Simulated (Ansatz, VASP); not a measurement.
## Hg: VASP beside Ansatz

INCAR

```
PREC = Accurate ; ENCUT = 600
EDIFF = 1E-6 ; ISMEAR = 0
SIGMA = 0.1 ; LREAL = F
LASPH = T ; NELM = 100
ALGO = Normal ; ISIF = 3
LWAVE = F ; LCHARG = F
GGA = PE ; IBRION = 2
NSW = 90 ; EDIFFG = -0.04
```

KPOINTS

```
regular mesh
0
Gamma
  6 6 4
```

Contents of POSCAR:

```
Hg
1.0
    4.6224968615      0.0000000000      0.0000000000
   -2.3112484308      4.0031997110      0.0000000000
    0.0000000000      0.0000000000      5.2443774268
Hg
3
Direct
    0.2254000000      0.0000000000      0.3333333333
    0.0000000000      0.2254000000      0.6666666667
    0.7746000000      0.7746000000      0.0000000000
```

Input for Ansatz:

```yaml
crystal:
  lattice:
    - [4.6224968615, 0.0, 0.0]
    - [-2.3112484308, 4.003199711, 0.0]
    - [0.0, 0.0, 5.2443774268]
  atoms:
    - { symbol: Hg, position: [0.2254, 0.0, 0.3333333333] }
    - { symbol: Hg, position: [0.0, 0.2254, 0.6666666667] }
    - { symbol: Hg, position: [0.7746, 0.7746, 0.0] }
basis:
  ecutwfc: 420
kpoints:
  mp_grid: { grid: [6, 6, 4] }
hamiltonian:
  xc: pbe
scf:
  occupations: { method: gaussian, width: 0.1 }
  lower_state_search: "off"
output:
  forces: true
  stress: true
  eigenvalues: true
relax:
  adjacent_minimum: "off"
  f_tol: 0.04
  max_steps: 70
  cell: { stress_tol: 0.4 }
```

Alike in both runs: task relaxation of cell and atoms; functional PBE; k mesh 6 × 6 × 4; occupations gaussian, width 0.1 eV; no spin polarisation.

|  | VASP | Ansatz |
| --- | --- | --- |
| version | VASP 6.6.1 | Ansatz 0.2.0 |
| potentials or method | VASP PAW PBE potentials, release 64 (Hg), cutoff 600 eV | scalar-relativistic, plane waves, PAW |
| valence electrons in the cell | 36 | 60 |

|  | VASP | Ansatz | Ansatz less VASP |
| --- | --- | --- | --- |
| gap on the k mesh at the Fermi level, each at its own relaxed structure (eV) | none | none | - |
| relaxed volume (Å³/atom) | 29.04 | 28.78 | -0.262 |
| relaxed cell length with the largest relative difference (Å) | 5.340 | 5.306 | -0.0341 |

A gap of «none» marks a metal or a gap that the smearing closes. VASP's potentials hold 36 valence electrons a cell and Ansatz's 60, so a difference there can come from the potentials and not from the codes.

Neither program's run includes spin-orbit coupling.
